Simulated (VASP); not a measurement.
Set up this calculation in VASP 6.6.1, as the native input.

```yaml
Task: single point
Functional: PBE
Potentials_or_basis: VASP PAW PBE potentials, release 64 (Cu, Ni)
Cutoff: 520 eV
k_mesh: 6 × 6 × 1
Occupations: gaussian, width 0.1 eV
Spin: no spin polarisation
Dipole_correction: no
Further_INCAR_settings: ALGO = Normal; EDIFF = 1e-06; NBANDS = 65
```

The structure of Cu4Ni lies in POSCAR:

```
Cu4Ni
1.0
    2.5387687000      0.0000000000      0.0000000000
   -1.2693843000      2.1986382000      0.0000000000
    0.0000000000      0.0000000000     20.9698358000
Cu Ni
8 2
Direct
    0.3333333000      0.6666667000      0.0505960000
    0.3333333000      0.6666667000      0.4494040000
    0.3333333000      0.6666667000      0.6515990000
    0.3333333000      0.6666667000      0.8484010000
    0.6666667000      0.3333333000      0.1515990000
    0.6666667000      0.3333333000      0.3484010000
    0.6666667000      0.3333333000      0.5505960000
    0.6666667000      0.3333333000      0.9494040000
    0.3333333000      0.6666667000      0.2500000000
    0.6666667000      0.3333333000      0.7500000000
```

One way to write it, as run:

INCAR

```
SYSTEM = Cu4Ni
  PREC = Accurate
  ENCUT = 520
  EDIFF = 1E-6
  ISMEAR = 0
  SIGMA = 0.1
  LREAL = .False.
  LASPH = .True.
  NELM = 80
  ALGO = Normal
  ISIF = 2
  LWAVE = .False.
  LCHARG = .False.
  GGA = PE
  NBANDS = 65
```

KPOINTS

```
regular mesh
0
Gamma
  6 6 1
  0 0 0
```

Potentials or basis: VASP PAW PBE potentials, release 64 (Cu, Ni).

Launch:

```bash
$ cat potpaw_PBE.64/Cu/POTCAR potpaw_PBE.64/Ni/POTCAR > POTCAR
$ mpirun -np 1 vasp_std > vasp.out
```

It gave:

The pressure is 1.0 GPa and the largest force is 0.029 eV/Å. The band gap on the k mesh is zero (bands 54 and 55 overlap by 5.04 eV).

Caveat: the k points lie up to 0.48 Å⁻¹ apart, too coarse for converged energies and pressures of a metal.

It took 81 s on 1 thread of Intel(R) Xeon(R) 6975P-C (Granite Rapids), with other jobs on the host, peak memory 0.24 GiB.
